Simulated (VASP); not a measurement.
The system is LuBr.

```
Lu Br
1.0
     3.60687    0.00000    0.00000
    -1.80344    3.12364    0.00000
     0.00000    0.00000    9.87175
Lu Br
2 2
Direct
  0.33333 0.66667 0.33099
  0.66667 0.33333 0.83099
  0.33333 0.66667 0.04401
  0.66667 0.33333 0.54401
```

Base run:

| Item | Value |
| --- | --- |
| Program | VASP 6.6.1 |
| Functional | LDA |
| Potentials or basis | VASP PAW PBE potentials, release 64 (Lu, Br) |
| Cutoff | 520 eV |
| k mesh | 9 × 9 × 3 |
| Occupations | fermi-dirac, width 0.1 eV |
| Spin | no spin polarisation |

Its results: band gap on the k mesh zero (bands 32 and 33 overlap by 0.14 eV); pressure -4.6 GPa; largest force 0.133 eV/Å.

**Question.** After a change of settings the same cell gave: band gap on the k mesh zero (bands 32 and 33 overlap by 0.15 eV); pressure -3.8 GPa; largest force 0.264 eV/Å. Which change was it?
A. k mesh from 9 × 9 × 3 to 6 × 6 × 2
B. k mesh from 9 × 9 × 3 to 3 × 3 × 1
C. k mesh from 9 × 9 × 3 to 5 × 5 × 2

**Answer.** B.

Caveats: some runs use coarse meshes; the PAW data sets were made with another functional, which shifts forces and pressure a little; spin-orbit coupling is left out, which moves the levels of the heavy elements; the cell stands under tension (at least some runs).
